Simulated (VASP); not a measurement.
Input of a VASP 6.6.1 run:

POSCAR

```
SnO2
1.0
   -1.9995434671      1.9995434671      5.0765747286
    1.9995434671     -1.9995434671      5.0765747286
    1.9995434671      1.9995434671     -5.0765747286
Sn O
2 4
Direct
    0.7500000000      0.2500000000      0.5000000000
    0.0000000000      0.0000000000      0.0000000000
    0.7963663280      0.7963663280      0.0000000000
    0.9536336720      0.4536336720      0.5000000000
    0.2036336720      0.2036336720      0.0000000000
    0.5463663280      0.0463663280      0.5000000000
```

INCAR.step1

```
  PREC = Accurate
  ENCUT = 520
  ISMEAR = 0
  SIGMA = 0.05
  LREAL = False
  LASPH = True
  NELM = 80
  NBANDS = 35
  GGA = PE
  ALGO = Normal
  EDIFF = 1E-4
  LWAVE = True
  LCHARG = False
```

The input INCAR.step2:

```
  PREC = Accurate
  ENCUT = 520
  EDIFF = 1E-6
  ISMEAR = 0
  SIGMA = 0.05
  LREAL = False
  LASPH = True
  NELM = 80
  ALGO = Normal
  ISIF = 2
  LWAVE = False
  LCHARG = False
  METAGGA = R2SCAN
  LMIXTAU = True
  NBANDS = 35
  ISTART = 1
```

The input KPOINTS:

```
regular mesh
0
Gamma
  10 10 10
```

Potentials or basis: VASP PAW PBE potentials, release 64 (Sn_d, O).

Run with:

```console
$ cat potpaw_PBE.64/Sn_d/POTCAR potpaw_PBE.64/O/POTCAR > POTCAR
$ cp INCAR.step1 INCAR
$ mpirun -np 1 vasp_std > vasp.out
$ cp INCAR.step2 INCAR
$ mpirun -np 1 vasp_std > vasp.out
```

**Question.** Estimate the largest force.

**Answer.** 0.142 eV/Å.

**Question.** Predict the band gap on the k mesh.

**Answer.** 2.43 eV (least direct gap 2.85 eV).

Stress tensor (GPa, compression positive):
```
1.52 0.00 0.00
0.00 1.52 0.00
0.00 0.00 3.33
```

Caveat: the cell differs from its parent crystal (strain -0.0050 x Voigt [0, 0, 1, 0, 0, 0]); the PAW data sets were made with another functional, which shifts forces and pressure a little; spin-orbit coupling is left out, which moves the levels of the heavy elements. A k mesh can miss the band edges.
